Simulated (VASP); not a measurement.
# SiO2 (Quartz high) (P6_222) in VASP: single point with PBEsol

Aim: the single point of SiO2 (Quartz high) with PBEsol.

All numbers are computed with VASP 6.6.1; they aren't measurements. Logs are shortened: lines on timing, memory, paths and dates and some standing lists are left out, and cuts for length are marked.

## (1) The cell of the first run

Symmetry: P6_222, No. 180, hexagonal system. The conventional cell has a = 5.013 Å, b = 5.013 Å, c = 5.470 Å, α = 90.00°, β = 90.00°, γ = 120.00°. Within 2.2 Å of Si (site symmetry 222) lie 4 O at 1.62 Å. O (site symmetry 2) has 2 Si at 1.62 Å within 2.2 Å.

## (2) Single point, PBEsol

INCAR

```
SYSTEM = SiO2
PREC     = Accurate       ! precision mode
ENCUT    = 520            ! plane-wave cutoff, eV
EDIFF    = 1E-7           ! SCF threshold, eV
ISMEAR   = 0              ! smearing method
SIGMA    = 0.01           ! smearing width, eV
LREAL    = .False.        ! projectors in reciprocal space
LASPH    = .True.         ! aspherical terms in the spheres
NELM     = 60             ! most SCF steps
ALGO     = Normal         ! electronic algorithm
ISIF     = 2              ! what is computed and relaxed
LWAVE    = .False.        ! write WAVECAR
LCHARG   = .True.         ! write CHGCAR
GGA      = PS             ! functional
LELF     = .True.         ! ELF
LVHAR    = .True.       
NBANDS   = 34             ! bands
```

KPOINTS

```
Automatic mesh
0
Gamma
  6 6 4
  0 0 0
```

POSCAR

```
SiO2
1.0
    5.0130000000      0.0000000000      0.0000000000
   -2.5065000000      4.3413850000      0.0000000000
    0.0000000000      0.0000000000      5.4700000000
Si O
3 6
Direct
    0.5000000000      0.5000000000      0.3333333333
    0.0000000000      0.5000000000      0.6666666667
    0.5000000000      0.0000000000      0.0000000000
    0.1970000000      0.8030000000      0.8333333333
    0.3940000000      0.1970000000      0.1666666667
    0.1970000000      0.3940000000      0.5000000000
    0.8030000000      0.1970000000      0.8333333333
    0.6060000000      0.8030000000      0.1666666667
    0.8030000000      0.6060000000      0.5000000000
```

Potentials or basis: VASP PAW PBE potentials, release 64 (Si, O).

Command:

```sh
$ cat potpaw_PBE.64/Si/POTCAR potpaw_PBE.64/O/POTCAR > POTCAR
$ mpirun -np 1 vasp_std > vasp.out
```

OUTCAR:

```text
SYSTEM = SiO2
   PREC = Accurate
   ENCUT = 520
   EDIFF = 1E-7
   ISMEAR = 0
   LREAL = .False.
   LASPH = .True.
   NELM = 60
   ISIF = 2
   GGA = PS

 ion  position               nearest neighbor table
   1  0.500  0.500  0.333-   5 1.62   8 1.62   6 1.62   9 1.62   3 3.10   3 3.10   2 3.10   2 3.10

   2  0.000  0.500  0.667-   4 1.62   7 1.62   6 1.62   9 1.62   3 3.10   3 3.10   1 3.10   1 3.10

   3  0.500  0.000  0.000-   4 1.62   7 1.62   5 1.62   8 1.62   1 3.10   2 3.10   1 3.10   2 3.10

   4  0.197  0.803  0.833-   2 1.62   3 1.62
   5  0.394  0.197  0.167-   1 1.62   3 1.62
   6  0.197  0.394  0.500-   1 1.62   2 1.62
   7  0.803  0.197  0.833-   2 1.62   3 1.62
   8  0.606  0.803  0.167-   1 1.62   3 1.62
   9  0.803  0.606  0.500-   1 1.62   2 1.62

  LATTYP: Found a hexagonal cell.
 ALAT       =     5.0130000000
 C/A-ratio  =     1.0911629763

  Lattice vectors:

 A1 = (   5.0130000000,   0.0000000000,   0.0000000000)
 A2 = (  -2.5065000000,   4.3413850000,   0.0000000000)
 A3 = (   0.0000000000,   0.0000000000,   5.4700000000)

Analysis of symmetry for initial positions (statically):
=====================================================================
 Subroutine PRICEL returns:
 Original cell was already a primitive cell.

 Routine SETGRP: Setting up the symmetry group for a
 hexagonal supercell.

 Subroutine GETGRP returns: Found 12 space group operations
 (whereof  4 operations were pure point group operations)
 out of a pool of 24 trial point group operations.

The static configuration has the point symmetry D_2 .
 The point group associated with its full space group is D_6 .

Analysis of symmetry for dynamics (positions and initial velocities):
=====================================================================
 Subroutine PRICEL returns:
 Original cell was already a primitive cell.

 Routine SETGRP: Setting up the symmetry group for a
 hexagonal supercell.

 Subroutine GETGRP returns: Found 12 space group operations
 (whereof  4 operations were pure point group operations)
 out of a pool of 24 trial point group operations.

The dynamic configuration has the point symmetry D_2 .
 The point group associated with its full space group is D_6 .

 Subroutine INISYM returns: Found 12 space group operations
 (whereof  4 operations are pure point group operations),
 and found     1 'primitive' translations

----------------------------------------------------------------------------------------

                                     Primitive cell

  volume of cell :     119.0456

  direct lattice vectors                    reciprocal lattice vectors
     5.013000000  0.000000000  0.000000000     0.199481348  0.115170620  0.000000000
    -2.506500000  4.341385000  0.000000000     0.000000000  0.230341239  0.000000000
     0.000000000  0.000000000  5.470000000     0.000000000  0.000000000  0.182815356

  length of vectors
     5.013000000  5.012999698  5.470000000     0.230341225  0.230341239  0.182815356

  position of ions in fractional coordinates (direct lattice)
     0.500000000  0.500000000  0.333333333
     0.000000000  0.500000000  0.666666667
     0.500000000  0.000000000  0.000000000
     0.197000000  0.803000000  0.833333333
     0.394000000  0.197000000  0.166666667
     0.197000000  0.394000000  0.500000000
     0.803000000  0.197000000  0.833333333
     0.606000000  0.803000000  0.166666667
     0.803000000  0.606000000  0.500000000

  ion indices of the primitive-cell ions
   primitive index   ion index
                 1           1
                 2           2
                 3           3
                 4           4
                 5           5
                 6           6
                 7           7
                 8           8
                 9           9

----------------------------------------------------------------------------------------

 KPOINTS: Automatic mesh

Automatic generation of k-mesh.
 Grid dimensions read from file:
 generate k-points for:    6    6    4

 Generating k-lattice:

  Cartesian coordinates                     Fractional coordinates (reciprocal lattice)
     0.033246891  0.019195103  0.000000000     0.166666667  0.000000000  0.000000000
     0.000000000  0.038390207  0.000000000     0.000000000  0.166666667  0.000000000
     0.000000000  0.000000000  0.045703839     0.000000000  0.000000000  0.250000000

  Length of vectors
     0.038390204  0.038390207  0.045703839

  Shift w.r.t. Gamma in fractional coordinates (k-lattice)
     0.000000000  0.000000000  0.000000000

 Subroutine IBZKPT returns following result:
 ===========================================

 Found     21 irreducible k-points:

 Following reciprocal coordinates:
            Coordinates               Weight
  0.000000  0.000000  0.000000      1.000000
  0.166667  0.000000  0.000000      6.000000
  0.333333  0.000000  0.000000      6.000000
  0.500000  0.000000  0.000000      3.000000
  0.166667  0.166667  0.000000      6.000000
  0.333333  0.166667  0.000000     12.000000
[... 13 lines left out ...]
  0.333333  0.166667  0.500000     12.000000
  0.333333  0.333333  0.500000      2.000000
   k-points           NKPTS =     21   k-points in BZ     NKDIM =     21   number of bands    NBANDS=     34
   number of dos      NEDOS =    301   number of ions     NIONS =      9
   total plane-waves  NPLWV =  67200
   dimension x,y,z NGX =    40 NGY =   40 NGZ =   42
   dimension x,y,z NGXF=    80 NGYF=   80 NGZF=   84
   ions per type =               3   6
   NGX,Y,Z   is equivalent  to a cutoff of  13.27, 13.27, 12.76 a.u.
   NGXF,Y,Z  is equivalent  to a cutoff of  26.53, 26.53, 25.53 a.u.
 SYSTEM =  SiO2
   PREC   = accura    normal or accurate (medium, high low for compatibility)
   ISTART =      0    job   : 0-new  1-cont  2-samecut
   ICHARG =      2    charge: 1-file 2-atom 10-const
   ISPIN  =      1    spin polarized calculation?
   LNONCOLLINEAR =      F non collinear calculations
   LSORBIT =      F    spin-orbit coupling
   LASPH  =      T    aspherical Exc in radial PAW
   ENCUT  =  520.0 eV  38.22 Ry    6.18 a.u.   9.32  9.32 10.17*2*pi/ulx,y,z
   NELM   =     60;   NELMIN=  2; NELMDL= -5     # of ELM steps
   EDIFF  = 0.1E-06   stopping-criterion for ELM
   LREAL  =      F    real-space projection
   EDIFFG = 0.1E-05   stopping-criterion for IOM
   NSW    =      0    number of steps for IOM
   IBRION =     -1    ionic relax: 0-MD 1-quasi-New 2-CG
   NFREE  =      0    steps in history (QN), initial steepest desc. (CG)
   ISIF   =      2    stress and relaxation
   ISYM   =      2    0-nonsym 1-usesym 2-fastsym
   POTIM  = 0.5000    time-step for ionic-motion
   TEBEG  =    0.0;   TEEND  =   0.0 temperature during run
   PSTRESS=    0.0 pullay stress
   NELECT =      48.0000    total number of electrons
   NUPDOWN=      -1.0000    fix difference up-down
   EMIN   =  10.00;   EMAX   =-10.00  energy-range for DOS
   EFERMI =   0.00;   METHOD = LEGACY
   ISMEAR =     0;   SIGMA  =   0.01  broadening in eV -4-tet -1-fermi 0-gaus
   EFERMI_NEDOS =   21; number of points for ismear=-14 and -15
   IALGO  =     38    algorithm
   IMIX   =      4    mixing-type and parameters
     AMIX     =   0.40;   BMIX     =  1.00
     AMIX_MAG =   1.60;   BMIX_MAG =  1.00
  volume/ion in A,a.u.               =      13.23        89.26
  Fermi-wavevector in a.u.,A,eV,Ry     =   1.209439  2.285509 19.901838  1.462744
  Thomas-Fermi vector in A             =   2.345017
   LORBIT       =      0    0 simple, 1 ext, 2 COOP (PROOUT), +10 PAW based schemes
   GGA     = PS    functional components
   LHFCALC =     F    Hartree Fock is set to
   AEXX    =    0.0000 exact exchange contribution
   IVDW    =     0    specifies the selected vdW correction
   LEPSILON=     F    determine dielectric tensor
   LRPA    =     F    only Hartree local field effects (RPA)
 non-spin polarized calculation
 Gauss-broadening in eV      SIGMA  =   0.01
  energy-cutoff  :      520.00
  volume of cell :      119.05
 maximum number of plane-waves:      3248
 NGX is ok and might be reduce to    40
   NGX = 19   NGY = 19   NGZ = 21

 number of electron      48.0000000 magnetization

 Free energy of the ion-electron system (eV)
  ---------------------------------------------------
  ext. energy  EPLUGINS =         0.00000000
  ---------------------------------------------------
  free energy    TOTEN  =       -73.71132623 eV

  energy without entropy =      -73.71132623  energy(sigma->0) =      -73.71132623

 E-fermi :   0.7500     XC(G=0):  -9.1260

 val. band max:        0.6720001959   @ k =   0.0000   0.0000   0.5000
 cond. band min:       6.1602939606   @ k =   0.0000   0.0000   0.0000
 fundamental gap:      5.4882937647
 Fermi energy:         0.7499851423

 k-point     1 :       0.0000    0.0000    0.0000
  band No.  band energies     occupation
      1     -18.6521      2.00000
      2     -17.1273      2.00000
      3     -17.1273      2.00000
      4     -16.6094      2.00000
      5     -16.6094      2.00000
      6     -16.3876      2.00000
[... 26 lines left out ...]
     33      13.0517      0.00000
     34      13.4927      0.00000

 k-point     2 :       0.1667    0.0000    0.0000
  band No.  band energies     occupation
      1     -18.5732      2.00000
      2     -17.2409      2.00000
      3     -17.1482      2.00000
      4     -16.5970      2.00000
      5     -16.5834      2.00000
      6     -16.4037      2.00000
[... 26 lines left out ...]
     33      12.8553      0.00000
     34      13.1690      0.00000
[... 664 lines left out ...]
     33      11.7232      0.00000
     34      12.1450      0.00000

 k-point    21 :       0.3333    0.3333    0.5000
  band No.  band energies     occupation
      1     -18.1543      2.00000
      2     -17.4475      2.00000
      3     -17.4475      2.00000
      4     -16.6109      2.00000
      5     -16.6109      2.00000
      6     -16.4235      2.00000
[... 26 lines left out ...]
     33      12.0261      0.00000
     34      12.2479      0.00000

------------------------ aborting loop because EDIFF is reached ----------------------------------------

  FORCE on cell =-STRESS in cart. coord.  units (eV):
  Direction    XX          YY          ZZ          XY          YZ          ZX
  --------------------------------------------------------------------------------------
  -------------------------------------------------------------------------------------
  Total        1.2893510      1.2893508      3.1373573     -0.0000000      0.0000000      0.0000000
  in kB       17.3527542     17.3527514     42.2241813     -0.0000000      0.0000000      0.0000000
  external PRESSURE =      25.6432290 kB  Pullay stress =       0.0000000 kB

 VOLUME and BASIS-vectors are now :
 -----------------------------------------------------------------------------
  energy-cutoff  :      520.00
  volume of cell :      119.05
      direct lattice vectors                 reciprocal lattice vectors
     5.013000000  0.000000000  0.000000000     0.199481348  0.115170620  0.000000000
    -2.506500000  4.341385000  0.000000000     0.000000000  0.230341239  0.000000000
     0.000000000  0.000000000  5.470000000     0.000000000  0.000000000  0.182815356

 POSITION                                       TOTAL-FORCE (eV/Angst)
 -----------------------------------------------------------------------------------
      1.25325      2.17069      1.82333        -0.000000      0.000000      0.000000
     -1.25325      2.17069      3.64667        -0.000000     -0.000000      0.000000
      2.50650      0.00000      0.00000        -0.000000      0.000000     -0.000000
     -1.02516      3.48613      4.55833         0.606133     -0.349951     -0.000000
      1.48134      0.85525      0.91167         0.606133      0.349951      0.000000
      0.00000      1.71051      2.73500        -0.000000      0.699903     -0.000000
      3.53166      0.85525      4.55833        -0.606133      0.349951      0.000000
      1.02516      3.48613      0.91167        -0.606133     -0.349951     -0.000000
      2.50650      2.63088      2.73500        -0.000000     -0.699903     -0.000000
 -----------------------------------------------------------------------------------
    total drift:                               -0.000000      0.000000      0.000001

  FREE ENERGIE OF THE ION-ELECTRON SYSTEM (eV)
  ---------------------------------------------------
  free  energy   TOTEN  =       -73.7113262284 eV

  energy  without entropy=      -73.7113262284  energy(sigma->0) =      -73.71132623
```

It took 59 s on 1 thread of Intel Xeon Platinum 8488C (Sapphire Rapids), shared host; peak memory 0.26 GiB.

What came out:

```
Free energy            : -73.7113 eV
Pressure               : 2.6 GPa
Largest force          : 0.700 eV/Å
Band gap on the k mesh : 5.49 eV, indirect (least direct gap 5.60 eV)
```

Forces in eV/Å, atoms in the order of the input:
```
Si   0.000  0.000  0.000
Si   0.000  0.000  0.000
Si   0.000  0.000  0.000
O    0.606 -0.350  0.000
O    0.606  0.350  0.000
O    0.000  0.700  0.000
O   -0.606  0.350  0.000
O   -0.606 -0.350  0.000
O    0.000 -0.700  0.000
```

Caveat: the PAW data sets were made with another functional, which shifts forces and pressure a little.
